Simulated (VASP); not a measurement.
# CsNa6 (Pm-3m) in VASP: single point with PBE

Aim: the single point of CsNa6 with PBE.

Everything below comes from runs of VASP 6.6.1. Logs are shortened: lines on timing, memory, paths and dates and some standing lists are left out, and cuts for length are marked.

### Step 1. The cell of the first run

The structure is cubic, space group Pm-3m (No. 221). Conventional cell: a = 5.454 Å, b = 5.454 Å, c = 5.454 Å, α = 90.00°, β = 90.00°, γ = 90.00°. Within 5.5 Å of Cs (site symmetry m-3m) lie 24 Na at 4.01 Å and 6 Cs at 5.45 Å. Within 2.9 Å of Na (site symmetry 4mm) lie 5 Na at 2.18 to 2.31 Å.

The cell was built from a structure type or drawn by symmetry, and may not be a known phase.

### Step 2. Single point, PBE

Contents of INCAR:

```
PREC     = Accurate       # precision mode
ENCUT    = 520            # plane-wave cutoff, eV
EDIFF    = 1E-6           # SCF threshold, eV
ISMEAR   = 0              # smearing method
SIGMA    = 0.1            # smearing width, eV
LREAL    = F              # projectors in reciprocal space
LASPH    = T              # aspherical terms in the spheres
NELM     = 80             # most SCF steps
ALGO     = Normal         # electronic algorithm
ISIF     = 2              # what is computed and relaxed
LWAVE    = F              # write WAVECAR
LCHARG   = F              # write CHGCAR
GGA      = PE             # functional
NBANDS   = 34             # bands
```

Contents of KPOINTS:

```
Automatic mesh
0
Gamma
  4 4 4
```

Contents of POSCAR:

```
CsNa6
1.0
    5.4539909900      0.0000000000      0.0000000000
    0.0000000000      5.4539909900      0.0000000000
    0.0000000000      0.0000000000      5.4539909900
Cs Na
1 6
Direct
    0.0000000000      0.0000000000      0.0000000000
    0.8001218400      0.5000000000      0.5000000000
    0.1998781600      0.5000000000      0.5000000000
    0.5000000000      0.5000000000      0.8001218400
    0.5000000000      0.5000000000      0.1998781600
    0.5000000000      0.1998781600      0.5000000000
    0.5000000000      0.8001218400      0.5000000000
```

Potentials or basis: VASP PAW PBE potentials, release 64 (Cs_sv, Na_pv).

Launch:

```
cat potpaw_PBE.64/Cs_sv/POTCAR potpaw_PBE.64/Na_pv/POTCAR > POTCAR
mpirun -np 1 vasp_std > vasp.out
```

OUTCAR:

```text
PREC = Accurate
   ENCUT = 520
   EDIFF = 1E-6
   ISMEAR = 0
   LREAL = F
   LASPH = T
   NELM = 80
   ISIF = 2
   GGA = PE

 ion  position               nearest neighbor table
   1  0.000  0.000  0.000-
   2  0.800  0.500  0.500-   3 2.18   4 2.31   5 2.31   6 2.31   7 2.31
   3  0.200  0.500  0.500-   2 2.18   4 2.31   5 2.31   6 2.31   7 2.31
   4  0.500  0.500  0.800-   5 2.18   3 2.31   2 2.31   6 2.31   7 2.31
   5  0.500  0.500  0.200-   4 2.18   3 2.31   2 2.31   6 2.31   7 2.31
   6  0.500  0.200  0.500-   7 2.18   3 2.31   4 2.31   5 2.31   2 2.31
   7  0.500  0.800  0.500-   6 2.18   3 2.31   4 2.31   5 2.31   2 2.31

  LATTYP: Found a simple cubic cell.
 ALAT       =     5.4539909900

  Lattice vectors:

 A1 = (   5.4539909900,   0.0000000000,   0.0000000000)
 A2 = (   0.0000000000,   5.4539909900,   0.0000000000)
 A3 = (   0.0000000000,   0.0000000000,   5.4539909900)

Analysis of symmetry for initial positions (statically):
=====================================================================
 Subroutine PRICEL returns:
 Original cell was already a primitive cell.

 Routine SETGRP: Setting up the symmetry group for a
 simple cubic supercell.

 Subroutine GETGRP returns: Found 48 space group operations
 (whereof 48 operations were pure point group operations)
 out of a pool of 48 trial point group operations.

The static configuration has the point symmetry O_h .

Analysis of symmetry for dynamics (positions and initial velocities):
=====================================================================
 Subroutine PRICEL returns:
 Original cell was already a primitive cell.

 Routine SETGRP: Setting up the symmetry group for a
 simple cubic supercell.

 Subroutine GETGRP returns: Found 48 space group operations
 (whereof 48 operations were pure point group operations)
 out of a pool of 48 trial point group operations.

The dynamic configuration has the point symmetry O_h .

 Subroutine INISYM returns: Found 48 space group operations
 (whereof 48 operations are pure point group operations),
 and found     1 'primitive' translations

----------------------------------------------------------------------------------------

                                     Primitive cell

  volume of cell :     162.2345

  direct lattice vectors                    reciprocal lattice vectors
     5.453990990  0.000000000  0.000000000     0.183351971  0.000000000  0.000000000
     0.000000000  5.453990990  0.000000000     0.000000000  0.183351971  0.000000000
     0.000000000  0.000000000  5.453990990     0.000000000  0.000000000  0.183351971

  length of vectors
     5.453990990  5.453990990  5.453990990     0.183351971  0.183351971  0.183351971

  position of ions in fractional coordinates (direct lattice)
     0.000000000  0.000000000  0.000000000
     0.800121840  0.500000000  0.500000000
     0.199878160  0.500000000  0.500000000
     0.500000000  0.500000000  0.800121840
     0.500000000  0.500000000  0.199878160
     0.500000000  0.199878160  0.500000000
     0.500000000  0.800121840  0.500000000

  ion indices of the primitive-cell ions
   primitive index   ion index
                 1           1
                 2           2
                 3           3
                 4           4
                 5           5
                 6           6
                 7           7

----------------------------------------------------------------------------------------

 KPOINTS: Automatic mesh

Automatic generation of k-mesh.
 Grid dimensions read from file:
 generate k-points for:    4    4    4

 Generating k-lattice:

  Cartesian coordinates                     Fractional coordinates (reciprocal lattice)
     0.045837993  0.000000000  0.000000000     0.250000000  0.000000000  0.000000000
     0.000000000  0.045837993  0.000000000     0.000000000  0.250000000  0.000000000
     0.000000000  0.000000000  0.045837993     0.000000000  0.000000000  0.250000000

  Length of vectors
     0.045837993  0.045837993  0.045837993

  Shift w.r.t. Gamma in fractional coordinates (k-lattice)
     0.000000000  0.000000000  0.000000000

 Subroutine IBZKPT returns following result:
 ===========================================

 Found     10 irreducible k-points:

 Following reciprocal coordinates:
            Coordinates               Weight
  0.000000  0.000000  0.000000      1.000000
  0.250000  0.000000  0.000000      6.000000
  0.500000  0.000000  0.000000      3.000000
  0.250000  0.250000  0.000000     12.000000
  0.500000  0.250000  0.000000     12.000000
  0.500000  0.500000  0.000000      3.000000
  0.250000  0.250000  0.250000      8.000000
  0.500000  0.250000  0.250000     12.000000
  0.500000  0.500000  0.250000      6.000000
  0.500000  0.500000  0.500000      1.000000
   k-points           NKPTS =     10   k-points in BZ     NKDIM =     10   number of bands    NBANDS=     34
   number of dos      NEDOS =    301   number of ions     NIONS =      7
   total plane-waves  NPLWV =  74088
   dimension x,y,z NGX =    42 NGY =   42 NGZ =   42
   dimension x,y,z NGXF=    84 NGYF=   84 NGZF=   84
   ions per type =               1   6
   NGX,Y,Z   is equivalent  to a cutoff of  12.80, 12.80, 12.80 a.u.
   NGXF,Y,Z  is equivalent  to a cutoff of  25.60, 25.60, 25.60 a.u.
 SYSTEM =  unknown system
   PREC   = accura    normal or accurate (medium, high low for compatibility)
   ISTART =      0    job   : 0-new  1-cont  2-samecut
   ICHARG =      2    charge: 1-file 2-atom 10-const
   ISPIN  =      1    spin polarized calculation?
   LNONCOLLINEAR =      F non collinear calculations
   LSORBIT =      F    spin-orbit coupling
   LASPH  =      T    aspherical Exc in radial PAW
   ENCUT  =  520.0 eV  38.22 Ry    6.18 a.u.  10.14 10.14 10.14*2*pi/ulx,y,z
   NELM   =     80;   NELMIN=  2; NELMDL= -5     # of ELM steps
   EDIFF  = 0.1E-05   stopping-criterion for ELM
   LREAL  =      F    real-space projection
   EDIFFG = 0.1E-04   stopping-criterion for IOM
   NSW    =      0    number of steps for IOM
   IBRION =     -1    ionic relax: 0-MD 1-quasi-New 2-CG
   NFREE  =      0    steps in history (QN), initial steepest desc. (CG)
   ISIF   =      2    stress and relaxation
   ISYM   =      2    0-nonsym 1-usesym 2-fastsym
   POTIM  = 0.5000    time-step for ionic-motion
   TEBEG  =    0.0;   TEEND  =   0.0 temperature during run
   PSTRESS=    0.0 pullay stress
   NELECT =      51.0000    total number of electrons
   NUPDOWN=      -1.0000    fix difference up-down
   EMIN   =  10.00;   EMAX   =-10.00  energy-range for DOS
   EFERMI =   0.00;   METHOD = LEGACY
   ISMEAR =     0;   SIGMA  =   0.10  broadening in eV -4-tet -1-fermi 0-gaus
   EFERMI_NEDOS =   21; number of points for ismear=-14 and -15
   IALGO  =     38    algorithm
   IMIX   =      4    mixing-type and parameters
     AMIX     =   0.40;   BMIX     =  1.00
     AMIX_MAG =   1.60;   BMIX_MAG =  1.00
  volume/ion in A,a.u.               =      23.18       156.40
  Fermi-wavevector in a.u.,A,eV,Ry     =   1.113142  2.103533 16.858769  1.239085
  Thomas-Fermi vector in A             =   2.249723
   LORBIT       =      0    0 simple, 1 ext, 2 COOP (PROOUT), +10 PAW based schemes
   GGA     = PE    functional components
   LHFCALC =     F    Hartree Fock is set to
   AEXX    =    0.0000 exact exchange contribution
   IVDW    =     0    specifies the selected vdW correction
   LEPSILON=     F    determine dielectric tensor
   LRPA    =     F    only Hartree local field effects (RPA)
 non-spin polarized calculation
 Gauss-broadening in eV      SIGMA  =   0.10
  energy-cutoff  :      520.00
  volume of cell :      162.23
 maximum number of plane-waves:      4416
 NGX is ok and might be reduce to    42
   NGX = 21   NGY = 21   NGZ = 21

 number of electron      51.0000096 magnetization

 Free energy of the ion-electron system (eV)
  ---------------------------------------------------
  ext. energy  EPLUGINS =         0.00000000
  ---------------------------------------------------
  free energy    TOTEN  =         3.71250389 eV

  energy without entropy =        3.72531105  energy(sigma->0) =        3.71890747

 E-fermi :   3.5417     XC(G=0):  -8.3745

 val. band max:        3.3266320301   @ k =   0.5000   0.2500   0.2500
 cond. band min:       3.5531505324   @ k =   0.2500   0.0000   0.0000
 fundamental gap:      0.2265185023
 Fermi energy:         3.5416990698

 k-point     1 :       0.0000    0.0000    0.0000
  band No.  band energies     occupation
      1     -24.6411      2.00000
      2     -23.7285      2.00000
      3     -23.7285      2.00000
      4     -23.7285      2.00000
      5     -23.6777      2.00000
      6     -23.6777      2.00000
[... 26 lines left out ...]
     33       7.6038      0.00000
     34       7.6038      0.00000

 k-point     2 :       0.2500    0.0000    0.0000
  band No.  band energies     occupation
      1     -24.5822      2.00000
      2     -23.9716      2.00000
      3     -23.7181      2.00000
      4     -23.7181      2.00000
      5     -23.6777      2.00000
      6     -23.6374      2.00000
[... 26 lines left out ...]
     33       6.2624      0.00000
     34       8.8439      0.00000

 k-point     3 :       0.5000    0.0000    0.0000
  band No.  band energies     occupation
      1     -24.4969      2.00000
      2     -24.1295      2.00000
      3     -23.6949      2.00000
      4     -23.6949      2.00000
      5     -23.6777      2.00000
      6     -23.6750      2.00000
[... 26 lines left out ...]
     33       7.2054      0.00000
     34       8.1313      0.00000
[... 186 lines left out ...]
 k-point     9 :       0.5000    0.5000    0.2500
  band No.  band energies     occupation
      1     -24.2380      2.00000
      2     -24.1140      2.00000
      3     -24.1140      2.00000
      4     -23.7749      2.00000
      5     -23.7288      2.00000
      6     -23.7036      2.00000
[... 26 lines left out ...]
     33       8.1607      0.00000
     34       8.2304      0.00000

 k-point    10 :       0.5000    0.5000    0.5000
  band No.  band energies     occupation
      1     -24.1085      2.00000
      2     -24.1085      2.00000
      3     -24.1085      2.00000
      4     -23.9442      2.00000
      5     -23.7287      2.00000
      6     -23.7287      2.00000
[... 26 lines left out ...]
     33       8.4512      0.00000
     34       9.7915      0.00000

------------------------ aborting loop because EDIFF is reached ----------------------------------------

  FORCE on cell =-STRESS in cart. coord.  units (eV):
  Direction    XX          YY          ZZ          XY          YZ          ZX
  --------------------------------------------------------------------------------------
  -------------------------------------------------------------------------------------
  Total       25.2323512     25.2323512     25.2323512      0.0000000      0.0000000     -0.0000000
  in kB      249.1868127    249.1868127    249.1868127      0.0000000      0.0000000     -0.0000000
  external PRESSURE =     249.1868127 kB  Pullay stress =       0.0000000 kB

 VOLUME and BASIS-vectors are now :
 -----------------------------------------------------------------------------
  energy-cutoff  :      520.00
  volume of cell :      162.23
      direct lattice vectors                 reciprocal lattice vectors
     5.453990990  0.000000000  0.000000000     0.183351971  0.000000000  0.000000000
     0.000000000  5.453990990  0.000000000     0.000000000  0.183351971  0.000000000
     0.000000000  0.000000000  5.453990990     0.000000000  0.000000000  0.183351971

 POSITION                                       TOTAL-FORCE (eV/Angst)
 -----------------------------------------------------------------------------------
      0.00000      0.00000      0.00000        -0.000000      0.000000      0.000000
      4.36386      2.72700      2.72700         2.946951      0.000000      0.000000
      1.09013      2.72700      2.72700        -2.946951     -0.000000     -0.000000
      2.72700      2.72700      4.36386        -0.000000     -0.000000      2.946951
      2.72700      2.72700      1.09013        -0.000000      0.000000     -2.946951
      2.72700      1.09013      2.72700        -0.000000     -2.946951     -0.000000
      2.72700      4.36386      2.72700        -0.000000      2.946951      0.000000
 -----------------------------------------------------------------------------------
    total drift:                                0.000000     -0.000000     -0.000000

  FREE ENERGIE OF THE ION-ELECTRON SYSTEM (eV)
  ---------------------------------------------------
  free  energy   TOTEN  =         3.7125038919 eV

  energy  without entropy=        3.7253110468  energy(sigma->0) =        3.71890747
```

It took 82 s on 1 thread of AMD EPYC 7R13, shared host; peak memory 0.23 GiB.

Results:

```yaml
Free_energy: 3.7125 eV
Pressure: 24.9 GPa
Largest_force: 2.947 eV/Å
Band_gap_on_the_k_mesh: zero (an odd number of electrons rules out a gap without spin polarisation)
```

Forces in eV/Å, atoms in the order of the input:
```
Cs   0.000  0.000  0.000
Na   2.947  0.000  0.000
Na  -2.947  0.000  0.000
Na   0.000  0.000  2.947
Na   0.000  0.000 -2.947
Na   0.000 -2.947  0.000
Na   0.000  2.947  0.000
```

Caveat: the cell stands under pressure; spin-orbit coupling is left out, which moves the levels of the heavy elements; forces of over 1 eV/Å act on the atoms, so gaps and moduli don't describe the material at rest.
